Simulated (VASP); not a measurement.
LaHfO, 6 atoms in the cell. The structure is hexagonal, space group P6_3/mmc (No. 194). The conventional cell has a = 3.558 Å, b = 3.558 Å, c = 12.904 Å, α = 90.00°, β = 90.00°, γ = 120.00°. La (site symmetry -3m) has 6 La at 3.56 Å and 6 Hf at 3.82 Å and 6 O at 3.82 Å within 4.7 Å. Hf (site symmetry -6m2) has 3 O at 2.05 Å within 2.7 Å. Within 2.7 Å of O (site symmetry -6m2) lie 3 Hf at 2.05 Å. The cell was built from a structure type or drawn by symmetry, and may not be a known phase.

| Item | Value |
| --- | --- |
| Program | VASP 6.6.1 |
| Task | single point |
| Functional | PBE |
| Potentials or basis | VASP PAW PBE potentials, release 64 (La, Hf_pv, O) |
| Cutoff | 520 eV |
| k mesh | 12 × 12 × 4 |
| Occupations | gaussian, width 0.1 eV |
| Spin | no spin polarisation |
| Dipole correction | no |
| Further INCAR settings | ALGO = Normal; EDIFF = 1e-07; NBANDS = 36 |

Potentials or basis: VASP PAW PBE potentials, release 64 (La, Hf_pv, O).

Launch:

```sh
$ cat potpaw_PBE.64/La/POTCAR potpaw_PBE.64/Hf_pv/POTCAR potpaw_PBE.64/O/POTCAR > POTCAR
$ mpirun -np 1 vasp_std > vasp.out
```

Hardware: 1 thread of Intel(R) Xeon(R) Platinum 8259CL CPU @ 2.50GHz (Skylake/Cascade Lake), on a shared host.

Question: How long does it take, and how much memory?

Answer: Run time: 7.2 min on 1 thread of Intel(R) Xeon(R) Platinum 8259CL CPU @ 2.50GHz (Skylake/Cascade Lake), on a shared host, peak memory 0.46 GiB. Counts: scf iterations 17, k points 57.
